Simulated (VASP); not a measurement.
Runs of VASP 6.6.1 on Ge. The structure is that of space group Fd-3m (No. 227), or close to it. The cells are those of the table. 

```csv
task,cell,gap on the mesh (eV),pressure (GPa)
single point,"a = 3.993, b = 3.993, c = 4.002 Å, angles 59.9, 59.9, 60.1°, 2 atoms",0.03,-0.9
single point,"a = 3.987, b = 3.987, c = 3.952 Å, angles 60.3, 60.3, 59.4°, 2 atoms",none,(c)
single point,"a = 3.989, b = 3.989, c = 3.972 Å, angles 60.1, 60.1, 59.7°, 2 atoms",none,(a)
relaxation of the atoms,"atoms relaxed from a = 3.982, b = 3.982, c = 3.912 Å, angles 60.6, 60.6, 58.8°, 2 atoms",0.05,1.1
single point,"a = 3.997, b = 3.997, c = 4.032 Å, angles 59.7, 59.7, 60.6°, 2 atoms",0.09,-1.5
single point,"a = 3.982, b = 3.982, c = 3.912 Å, angles 60.6, 60.6, 58.8°, 2 atoms",0.05,1.2
single point,"a = 3.994, b = 3.994, c = 4.012 Å, angles 59.9, 59.9, 60.3°, 2 atoms",(b),-1.1
```

Alike in all rows: level LDA; potentials or basis VASP PAW LDA potentials, release 64 (Ge_d); no spin polarisation; k mesh 12 × 12 × 12; cutoff (eV) 520; smearing gaussian 0.05 eV.

Fill in the values left out.

(a) -0.2; (b) 0.07; (c) 0.1.

Caveats: semilocal functionals underestimate gaps, and a narrow one can read as zero.

A k mesh can miss the band edges, and the runs leave out spin-orbit coupling on Ge.

A gap of «none» marks levels without a gap at the run's occupations.
